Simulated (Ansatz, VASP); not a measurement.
## Sb: VASP beside Ansatz

```
CELL_PARAMETERS angstrom
3.16000 -0.01580 -0.01580
-0.01580 3.16000 -0.01580
-0.01580 -0.01580 3.16000
ATOMIC_POSITIONS crystal
Sb 0.00000 0.00000 0.00000
```

Change from the starting cell: equal xy, yz and zx shear strains of -1 %.

Alike in both runs: task single point; functional PBEsol; k mesh 13 × 13 × 13; occupations fermi-dirac, width 0.05 eV; no spin polarisation.

|  | VASP | Ansatz |
| --- | --- | --- |
| version | VASP 6.6.1 | Ansatz 0.2.0 |
| potentials or method | VASP PAW PBE potentials, release 64 (Sb), cutoff 520 eV | all-electron LAPW, scalar-relativistic |

|  | VASP | Ansatz | Ansatz less VASP |
| --- | --- | --- | --- |
| pressure (GPa) | -4.9 | -4.9 | -0.02 |
| traceless stress, the component that is largest in VASP (GPa) | 0.14 | 0.14 | +0.001 |

VASP's potentials were made for PBE, not for PBEsol. Ansatz ran all-electron here, and VASP with PAW potentials.

Neither program's run includes spin-orbit coupling.
